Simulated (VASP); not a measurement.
Set up this calculation in VASP 6.6.1, as the native input.

```yaml
Task: single point
Functional: r2SCAN
Potentials_or_basis: VASP PAW PBE potentials, release 64 (Be, H)
Cutoff: 520 eV
k_mesh: 8 × 8 × 8
Occupations: gaussian, width 0.02 eV
Spin: no spin polarisation
Dipole_correction: no
Further_INCAR_settings: ALGO = Normal; EDIFF = 1e-06; NBANDS = 13
```

The system is BeH2.

```
Be H
1.0
    -2.02010    2.02010    3.03590
     2.02010   -2.02010    3.03590
     2.02010    2.02010   -3.03590
Be H
2 4
Cartesian
  0.0000 2.0201 1.5179
  0.0000 0.0000 0.0000
  1.0100 0.6707 -0.7590
  1.3494 -1.0100 3.7949
  0.6707 3.0301 0.7590
  1.0100 1.3494 2.2769
```

These files were run (other wordings do the same):

POSCAR

```
BeH2
1.0
   -2.0200998545      2.0200998545      3.0358960333
    2.0200998545     -2.0200998545      3.0358960333
    2.0200998545      2.0200998545     -3.0358960333
Be H
2 4
Direct
    0.7500000000      0.2500000000      0.5000000000
    0.0000000000      0.0000000000      0.0000000000
    0.0410067346      0.1250000000      0.4160067346
    0.3750000000      0.9589932654      0.0839932654
    0.8750000000      0.2910067346      0.9160067346
    0.7089932654      0.6250000000      0.5839932654
```

INCAR.step1

```
PREC = Accurate
ENCUT = 520
ISMEAR = 0
SIGMA = 0.02
LREAL = False
LASPH = True
NELM = 100
NBANDS = 13
GGA = PE
ALGO = Normal
EDIFF = 1E-4
LWAVE = True
LCHARG = False
```

INCAR.step2

```
PREC = Accurate
ENCUT = 520
EDIFF = 1E-6
ISMEAR = 0
SIGMA = 0.02
LREAL = False
LASPH = True
NELM = 100
ALGO = Normal
ISIF = 2
LWAVE = False
LCHARG = False
METAGGA = R2SCAN
LMIXTAU = True
NBANDS = 13
ISTART = 1
```

KPOINTS

```
Automatic mesh
0
Gamma
  8 8 8
```

Potentials or basis: VASP PAW PBE potentials, release 64 (Be, H).

Command:

```bash
$ cat potpaw_PBE.64/Be/POTCAR potpaw_PBE.64/H/POTCAR > POTCAR
$ cp INCAR.step1 INCAR
$ mpirun -np 1 vasp_std > vasp.out
$ cp INCAR.step2 INCAR
$ mpirun -np 1 vasp_std > vasp.out
```

Results of the run:

| Property | Result |
| --- | --- |
| Pressure | -0.7 GPa |
| Largest force | 0.017 eV/Å |
| Band gap on the k mesh | 5.18 eV, indirect (least direct gap 6.40 eV) |

Caveat: the PAW data sets were made with another functional, which shifts forces and pressure a little.

It took 52 s on 1 thread of Intel(R) Xeon(R) Platinum 8488C (Sapphire Rapids), with other jobs on the host, peak memory 0.19 GiB.
